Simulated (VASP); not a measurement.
Input of a VASP 6.6.1 run:

INCAR

```
PREC = Accurate
ENCUT = 700
EDIFF = 1E-6
ISMEAR = 0
SIGMA = 0.05
LREAL = F
LASPH = T
NELM = 120
ALGO = Normal
ISIF = 2
LWAVE = F
LCHARG = F
NBANDS = 22
GGA_COMPAT = F
```

The input KPOINTS:

```
regular mesh
0
Gamma
  12 12 6
```

The input POSCAR:

```
NiO2
1.0
    2.6872726493      0.0000000000      0.0000000000
   -1.3436363247      2.3272463812      0.0000000000
    0.0000000000      0.0000000000      4.4458238710
Ni O
1 2
Direct
    0.0000000000      0.0000000000      0.5000000000
    0.6666666667      0.3333333333      0.7186230907
    0.3333333333      0.6666666667      0.2813769093
```

Potentials or basis: VASP PAW LDA potentials, release 64 (Ni_sv_GW, O).

Run with:

```console
$ cat potpaw_LDA.64/Ni_sv_GW/POTCAR potpaw_LDA.64/O/POTCAR > POTCAR
$ mpirun -np 1 vasp_std > vasp.out
```

(1) What does it give for the largest force?

(2) Predict the pressure.

Results:

(1) 0.184 eV/Å.

(2) 6.7 GPa.

Caveat: the stress differs along the axes, from -4 to 12 GPa; the run has no spin polarisation, though such a crystal can be magnetic.
